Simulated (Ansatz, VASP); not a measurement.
## Two plane-wave programs on Li2TaO3

```
CELL_PARAMETERS angstrom
2.86885 0.00000 0.00000
0.00000 2.86885 0.00000
0.00000 0.00000 8.90322
ATOMIC_POSITIONS crystal
Li 0.00000 0.00000 0.85252
Li 0.50000 0.50000 0.62354
Ta 0.50000 0.50000 0.16358
O 0.00000 0.00000 0.65043
O 0.00000 0.00000 0.24880
O 0.50000 0.50000 0.96113
```

Change from the starting cell: species swapped into the MnAl2Cr3 type (P4mm, No. 99).

Alike in both runs: functional PBE; k mesh 6 × 6 × 2; occupations gaussian, width 0.1 eV; no spin polarisation.

Ansatz relaxed the structure, and its values are those at the end. VASP's run is a single point on that final structure, the one shown.

|  | VASP | Ansatz |
| --- | --- | --- |
| version | VASP 6.6.1 | Ansatz 0.2.0 |
| potentials or method | VASP PAW PBE potentials, release 64 (Li_sv, Ta_pv, O), cutoff 520 eV | scalar-relativistic, plane waves, PAW |
| valence electrons in the cell | 35 | 37 |

|  | VASP | Ansatz | Ansatz less VASP |
| --- | --- | --- | --- |
| gap on the k mesh at the Fermi level (eV) | none | none | - |
| rms of the force components (eV/Å) | 0.088 | 0.003 | -0.0849 |

A gap of «none» marks a metal or a gap that the smearing closes. With one functional, cell and mesh, what is left measures potentials, basis and numerics. VASP's potentials hold 35 valence electrons a cell and Ansatz's 37, so a difference there can come from the potentials and not from the codes.

The k mesh is coarse, so the values compare programs but aren't converged. Neither program's run includes spin-orbit coupling. Noted on VASP's run: the cutoff is short for stress, so the pressure is rough.
